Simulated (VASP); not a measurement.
# LiC12 (P6/mmm) in VASP: single point with LDA

Aim: the single point of LiC12 with LDA.

Program: VASP 6.6.1. These are calculated values, not measurements. Logs are shortened: lines on timing, memory, paths and dates and some standing lists are left out, and cuts for length are marked.

## Step 1: The cell of the first run

The structure is hexagonal, space group P6/mmm (No. 191). The conventional cell has a = 4.258 Å, b = 4.258 Å, c = 6.826 Å, α = 90.00°, β = 90.00°, γ = 120.00°. C (site symmetry m) has 3 C at 1.42 Å within 1.9 Å. Li (site symmetry 6/mmm) has 12 C at 2.31 Å within 3.0 Å.

## Step 2: Single point, LDA

Contents of INCAR:

```
ALGO     = Normal         # electronic algorithm
EDIFF    = 1E-6           # SCF threshold, eV
ENCUT    = 520            # plane-wave cutoff, eV
GGA      = CA             # functional
ISIF     = 2              # what is computed and relaxed
ISMEAR   = 1              # smearing method
LASPH    = T              # aspherical terms in the spheres
LCHARG   = F              # write CHGCAR
LREAL    = F              # projectors in reciprocal space
LWAVE    = F              # write WAVECAR
NBANDS   = 38             # bands
NELM     = 100            # most SCF steps
PREC     = Accurate       # precision mode
SIGMA    = 0.1            # smearing width, eV
```

Contents of KPOINTS:

```
k-points
0
Gamma
  15 15 8
```

Contents of POSCAR:

```
LiC12
1.0
    4.2580974815      0.0000000000      0.0000000000
   -2.1290487408      3.6876205908      0.0000000000
    0.0000000000      0.0000000000      6.8260049481
C Li
12 1
Direct
    0.3332019983      0.0000000000      0.2664946322
    0.0000000000      0.3332019983      0.2664946322
    0.6667980017      0.6667980017      0.2664946322
    0.6667980017      0.0000000000      0.2664946322
    0.0000000000      0.6667980017      0.2664946322
    0.3332019983      0.3332019983      0.2664946322
    0.3332019983      0.0000000000      0.7335053678
    0.0000000000      0.3332019983      0.7335053678
    0.6667980017      0.6667980017      0.7335053678
    0.6667980017      0.0000000000      0.7335053678
    0.0000000000      0.6667980017      0.7335053678
    0.3332019983      0.3332019983      0.7335053678
    0.0000000000      0.0000000000      0.0000000000
```

Potentials or basis: VASP PAW LDA potentials, release 64 (C, Li_sv).

Started as:

```sh
$ cat potpaw_LDA.64/C/POTCAR potpaw_LDA.64/Li_sv/POTCAR > POTCAR
$ mpirun -np 1 vasp_std > vasp.out
```

OUTCAR:

```text
EDIFF = 1E-6
   ENCUT = 520
   GGA = CA
   ISIF = 2
   ISMEAR = 1
   LASPH = T
   LREAL = F
   NELM = 100
   PREC = Accurate

 ion  position               nearest neighbor table
   1  0.333  0.000  0.266-   5 1.42   6 1.42   4 1.42  13 2.31
   2  0.000  0.333  0.266-   6 1.42   4 1.42   5 1.42  13 2.31
   3  0.667  0.667  0.266-   5 1.42   4 1.42   6 1.42  13 2.31
   4  0.667  0.000  0.266-   2 1.42   3 1.42   1 1.42  13 2.31
   5  0.000  0.667  0.266-   3 1.42   1 1.42   2 1.42  13 2.31
   6  0.333  0.333  0.266-   2 1.42   1 1.42   3 1.42  13 2.31
   7  0.333  0.000  0.734-  11 1.42  12 1.42  10 1.42  13 2.31
   8  0.000  0.333  0.734-  12 1.42  10 1.42  11 1.42  13 2.31
   9  0.667  0.667  0.734-  11 1.42  10 1.42  12 1.42  13 2.31
  10  0.667  0.000  0.734-   8 1.42   9 1.42   7 1.42  13 2.31
  11  0.000  0.667  0.734-   9 1.42   7 1.42   8 1.42  13 2.31
  12  0.333  0.333  0.734-   8 1.42   7 1.42   9 1.42  13 2.31
  13  0.000  0.000  0.000-   1 2.31   4 2.31   7 2.31  10 2.31   3 2.31   9 2.31   6 2.31  12 2.31
                             2 2.31   5 2.31  11 2.31   8 2.31

  LATTYP: Found a hexagonal cell.
 ALAT       =     4.2580974815
 C/A-ratio  =     1.6030645089

  Lattice vectors:

 A1 = (   4.2580974815,   0.0000000000,   0.0000000000)
 A2 = (  -2.1290487408,   3.6876205908,   0.0000000000)
 A3 = (   0.0000000000,   0.0000000000,   6.8260049481)

Analysis of symmetry for initial positions (statically):
=====================================================================
 Subroutine PRICEL returns:
 Original cell was already a primitive cell.

 Routine SETGRP: Setting up the symmetry group for a
 hexagonal supercell.

 Subroutine GETGRP returns: Found 24 space group operations
 (whereof 24 operations were pure point group operations)
 out of a pool of 24 trial point group operations.

The static configuration has the point symmetry D_6h.

Analysis of symmetry for dynamics (positions and initial velocities):
=====================================================================
 Subroutine PRICEL returns:
 Original cell was already a primitive cell.

 Routine SETGRP: Setting up the symmetry group for a
 hexagonal supercell.

 Subroutine GETGRP returns: Found 24 space group operations
 (whereof 24 operations were pure point group operations)
 out of a pool of 24 trial point group operations.

The dynamic configuration has the point symmetry D_6h.

 Subroutine INISYM returns: Found 24 space group operations
 (whereof 24 operations are pure point group operations),
 and found     1 'primitive' translations

----------------------------------------------------------------------------------------

                                     Primitive cell

  volume of cell :     107.1836

  direct lattice vectors                    reciprocal lattice vectors
     4.258097482  0.000000000  0.000000000     0.234846667  0.135588786  0.000000000
    -2.129048741  3.687620591  0.000000000     0.000000000  0.271177572  0.000000000
     0.000000000  0.000000000  6.826004948     0.000000000  0.000000000  0.146498575

  length of vectors
     4.258097482  4.258097482  6.826004948     0.271177572  0.271177572  0.146498575

  position of ions in fractional coordinates (direct lattice)
     0.333201998  0.000000000  0.266494632
     0.000000000  0.333201998  0.266494632
     0.666798002  0.666798002  0.266494632
     0.666798002  0.000000000  0.266494632
     0.000000000  0.666798002  0.266494632
     0.333201998  0.333201998  0.266494632
     0.333201998  0.000000000  0.733505368
     0.000000000  0.333201998  0.733505368
     0.666798002  0.666798002  0.733505368
     0.666798002  0.000000000  0.733505368
     0.000000000  0.666798002  0.733505368
     0.333201998  0.333201998  0.733505368
     0.000000000  0.000000000  0.000000000

  ion indices of the primitive-cell ions
   primitive index   ion index
                 1           1
                 2           2
                 3           3
                 4           4
                 5           5
                 6           6
                 7           7
                 8           8
                 9           9
                10          10
                11          11
                12          12
                13          13

----------------------------------------------------------------------------------------

 KPOINTS: k-points

Automatic generation of k-mesh.
 Grid dimensions read from file:
 generate k-points for:   15   15    8

 Generating k-lattice:

  Cartesian coordinates                     Fractional coordinates (reciprocal lattice)
     0.015656444  0.009039252  0.000000000     0.066666667  0.000000000  0.000000000
     0.000000000  0.018078505  0.000000000     0.000000000  0.066666667  0.000000000
     0.000000000  0.000000000  0.018312322     0.000000000  0.000000000  0.125000000

  Length of vectors
     0.018078505  0.018078505  0.018312322

  Shift w.r.t. Gamma in fractional coordinates (k-lattice)
     0.000000000  0.000000000  0.000000000

 Subroutine IBZKPT returns following result:
 ===========================================

 Found    135 irreducible k-points:

 Following reciprocal coordinates:
            Coordinates               Weight
  0.000000  0.000000  0.000000      1.000000
  0.066667  0.000000  0.000000      6.000000
  0.133333  0.000000  0.000000      6.000000
  0.200000  0.000000  0.000000      6.000000
  0.266667  0.000000  0.000000      6.000000
  0.333333  0.000000  0.000000      6.000000
[... 16 lines left out ...]
  0.333333  0.200000  0.000000     12.000000
  0.400000  0.200000  0.000000      6.000000
 [... further k-points ...]
   k-points           NKPTS =    135   k-points in BZ     NKDIM =    135   number of bands    NBANDS=     38
   number of dos      NEDOS =    301   number of ions     NIONS =     13
   total plane-waves  NPLWV =  55296
   dimension x,y,z NGX =    32 NGY =   32 NGZ =   54
   dimension x,y,z NGXF=    64 NGYF=   64 NGZF=  108
   ions per type =              12   1
   NGX,Y,Z   is equivalent  to a cutoff of  12.49, 12.49, 13.15 a.u.
   NGXF,Y,Z  is equivalent  to a cutoff of  24.99, 24.99, 26.30 a.u.
 SYSTEM =  unknown system
   PREC   = accura    normal or accurate (medium, high low for compatibility)
   ISTART =      0    job   : 0-new  1-cont  2-samecut
   ICHARG =      2    charge: 1-file 2-atom 10-const
   ISPIN  =      1    spin polarized calculation?
   LNONCOLLINEAR =      F non collinear calculations
   LSORBIT =      F    spin-orbit coupling
   LASPH  =      T    aspherical Exc in radial PAW
   ENCUT  =  520.0 eV  38.22 Ry    6.18 a.u.   7.92  7.92 12.69*2*pi/ulx,y,z
   NELM   =    100;   NELMIN=  2; NELMDL= -5     # of ELM steps
   EDIFF  = 0.1E-05   stopping-criterion for ELM
   LREAL  =      F    real-space projection
[... 7 lines left out ...]
   TEBEG  =    0.0;   TEEND  =   0.0 temperature during run
   PSTRESS=    0.0 pullay stress
   NELECT =      51.0000    total number of electrons
   NUPDOWN=      -1.0000    fix difference up-down
   EMIN   =  10.00;   EMAX   =-10.00  energy-range for DOS
   EFERMI =   0.00;   METHOD = LEGACY
   ISMEAR =     1;   SIGMA  =   0.10  broadening in eV -4-tet -1-fermi 0-gaus
   EFERMI_NEDOS =   21; number of points for ismear=-14 and -15
   IALGO  =     38    algorithm
   IMIX   =      4    mixing-type and parameters
     AMIX     =   0.40;   BMIX     =  1.00
     AMIX_MAG =   1.60;   BMIX_MAG =  1.00
  volume/ion in A,a.u.               =       8.24        55.64
  Fermi-wavevector in a.u.,A,eV,Ry     =   1.278072  2.415206 22.224691  1.633469
  Thomas-Fermi vector in A             =   2.410636
   LORBIT       =      0    0 simple, 1 ext, 2 COOP (PROOUT), +10 PAW based schemes
   GGA     = CA    functional components
   LHFCALC =     F    Hartree Fock is set to
   AEXX    =    0.0000 exact exchange contribution
   IVDW    =     0    specifies the selected vdW correction
   LEPSILON=     F    determine dielectric tensor
   LRPA    =     F    only Hartree local field effects (RPA)
 non-spin polarized calculation
 Methfessel and Paxton  Order N= 1 SIGMA  =   0.10
  energy-cutoff  :      520.00
  volume of cell :      107.18
 maximum number of plane-waves:      2928
 NGX is ok and might be reduce to    32
   NGX = 15   NGY = 15   NGZ = 25

 number of electron      51.0000011 magnetization

 Free energy of the ion-electron system (eV)
  ---------------------------------------------------
  ext. energy  EPLUGINS =         0.00000000
  ---------------------------------------------------
  free energy    TOTEN  =      -123.89390544 eV

  energy without entropy =     -123.89430256  energy(sigma->0) =     -123.89403782

 E-fermi :   6.1399     XC(G=0): -10.9736

 val. band max:        6.1383487887   @ k =   0.0667   0.0667   0.5000
 cond. band min:       6.1615453750   @ k =   0.0667   0.0000   0.2500
 fundamental gap:      0.0231965863
 Fermi energy:         6.1398963218

 k-point     1 :       0.0000    0.0000    0.0000
  band No.  band energies     occupation
      1     -40.2646      2.00000
      2     -14.3599      2.00000
      3     -14.0816      2.00000
      4      -7.4220      2.00000
      5      -7.4220      2.00000
      6      -7.2394      2.00000
[... 29 lines left out ...]
     36      13.9856      0.00000
     37      14.6047      0.00000

 k-point     2 :       0.0667    0.0000    0.0000
  band No.  band energies     occupation
      1     -40.2646      2.00000
      2     -14.3247      2.00000
      3     -14.0468      2.00000
      4      -7.9532      2.00000
      5      -7.7567      2.00000
      6      -7.7359      2.00000
[... 29 lines left out ...]
     36      14.0766      0.00000
     37      14.4644      0.00000

 k-point     3 :       0.1333    0.0000    0.0000
  band No.  band energies     occupation
      1     -40.2646      2.00000
      2     -14.2190      2.00000
      3     -13.9423      2.00000
      4      -8.7076      2.00000
      5      -8.4865      2.00000
      6      -8.1105      2.00000
[... 29 lines left out ...]
     36      14.1356      0.00000
     37      14.4176      0.00000

 k-point     4 :       0.2000    0.0000    0.0000
  band No.  band energies     occupation
      1     -40.2645      2.00000
      2     -14.0432      2.00000
      3     -13.7685      2.00000
      4      -9.4773      2.00000
      5      -9.2496      2.00000
      6      -8.4084      2.00000
[... 29 lines left out ...]
     36      14.6545      0.00000
     37      14.7158      0.00000
[... 683 lines left out ...]
      1     -40.2644      2.00000
      2     -13.0650      2.00000
      3     -12.8026      2.00000
      4     -11.0136      2.00000
      5     -10.7721      2.00000
      6     -10.5062      2.00000
[... 29 lines left out ...]
     36      13.4317      0.00000
     37      13.5008      0.00000

 k-point    23 :       0.3333    0.2000    0.0000
  band No.  band energies     occupation
      1     -40.2644      2.00000
      2     -12.6501      2.00000
      3     -12.3946      2.00000
      4     -11.6183      2.00000
      5     -11.3661      2.00000
      6     -10.6065      2.00000
[... 29 lines left out ...]
     36      13.0807      0.00000
     37      13.3314      0.00000

 k-point    24 :       0.4000    0.2000    0.0000
  band No.  band energies     occupation
      1     -40.2644      2.00000
      2     -12.2107      2.00000
      3     -12.1215      2.00000
      4     -11.9926      2.00000
      5     -11.8309      2.00000
      6     -10.6397      2.00000
[... 29 lines left out ...]
     36      12.8863      0.00000
     37      13.4450      0.00000

 [... further k-points ...]

 [bands above 37 left out]

------------------------ aborting loop because EDIFF is reached ----------------------------------------

  FORCE on cell =-STRESS in cart. coord.  units (eV):
  Direction    XX          YY          ZZ          XY          YZ          ZX
  --------------------------------------------------------------------------------------
  -------------------------------------------------------------------------------------
  Total        0.8038789      0.8038789     -0.0471755     -0.0000000      0.0000000      0.0000000
  in kB       12.0163553     12.0163553     -0.7051775     -0.0000000      0.0000000      0.0000000
  external PRESSURE =       7.7758444 kB  Pullay stress =       0.0000000 kB

 VOLUME and BASIS-vectors are now :
 -----------------------------------------------------------------------------
  energy-cutoff  :      520.00
  volume of cell :      107.18
      direct lattice vectors                 reciprocal lattice vectors
     4.258097482  0.000000000  0.000000000     0.234846667  0.135588786  0.000000000
    -2.129048741  3.687620591  0.000000000     0.000000000  0.271177572  0.000000000
     0.000000000  0.000000000  6.826004948     0.000000000  0.000000000  0.146498575

 POSITION                                       TOTAL-FORCE (eV/Angst)
 -----------------------------------------------------------------------------------
      1.41881      0.00000      1.81909        -0.002606      0.000000      0.000803
     -0.70940      1.22872      1.81909         0.001303     -0.002257      0.000803
      1.41965      2.45890      1.81909         0.001303      0.002257      0.000803
      2.83929      0.00000      1.81909         0.002606      0.000000      0.000803
     -1.41965      2.45890      1.81909        -0.001303      0.002257      0.000803
      0.70940      1.22872      1.81909        -0.001303     -0.002257      0.000803
      1.41881      0.00000      5.00691        -0.002606      0.000000     -0.000803
     -0.70940      1.22872      5.00691         0.001303     -0.002257     -0.000803
      1.41965      2.45890      5.00691         0.001303      0.002257     -0.000803
      2.83929      0.00000      5.00691         0.002606      0.000000     -0.000803
     -1.41965      2.45890      5.00691        -0.001303      0.002257     -0.000803
      0.70940      1.22872      5.00691        -0.001303     -0.002257     -0.000803
      0.00000      0.00000      0.00000        -0.000000      0.000000      0.000000
 -----------------------------------------------------------------------------------
    total drift:                                0.000000      0.000000      0.000000

  FREE ENERGIE OF THE ION-ELECTRON SYSTEM (eV)
  ---------------------------------------------------
  free  energy   TOTEN  =      -123.8939054434 eV

  energy  without entropy=     -123.8943025647  energy(sigma->0) =     -123.89403782
```

Run time: 6.3 min. Hardware: 1 thread of Intel Xeon Platinum 8488C (Sapphire Rapids), shared host; peak memory 0.44 GiB.

Results:

- Free energy: -123.8939 eV
- Band gap on the k mesh: zero (an odd number of electrons rules out a gap without spin polarisation)

Forces in eV/Å, atoms in the order of the input:
```
C   -0.003  0.000  0.001
C    0.001 -0.002  0.001
C    0.001  0.002  0.001
C    0.003  0.000  0.001
C   -0.001  0.002  0.001
C   -0.001 -0.002  0.001
C   -0.003  0.000 -0.001
C    0.001 -0.002 -0.001
C    0.001  0.002 -0.001
C    0.003  0.000 -0.001
C   -0.001  0.002 -0.001
C   -0.001 -0.002 -0.001
Li   0.000  0.000  0.000
```

Levels at points of the mesh, in eV from the Fermi level:
| k point | band 22 | band 23 | band 24 | band 25 | band 26 | band 27 | band 28 | band 29 |
| --- | --- | --- | --- | --- | --- | --- | --- | --- |
| (0.00, 0.00, 0.00) | -2.15 | -2.15 | -1.70 | -1.70 | -0.49 | -0.49 | -0.28 | -0.28 |
| (0.00, 0.00, 0.50) | -1.41 | -1.41 | -1.39 | -1.39 | -1.22 | -1.22 | -0.87 | -0.87 |

Caveat: the cutoff is under 1.25 times the usual one of these potentials, so pressure, stress and relaxed cells hold a basis-set (Pulay) error; an odd number of electrons without spin polarisation forces a metal; a magnetic or distorted state may lie lower.

The gap in the log of VASP goes by the Fermi energy; the results here count the filled bands.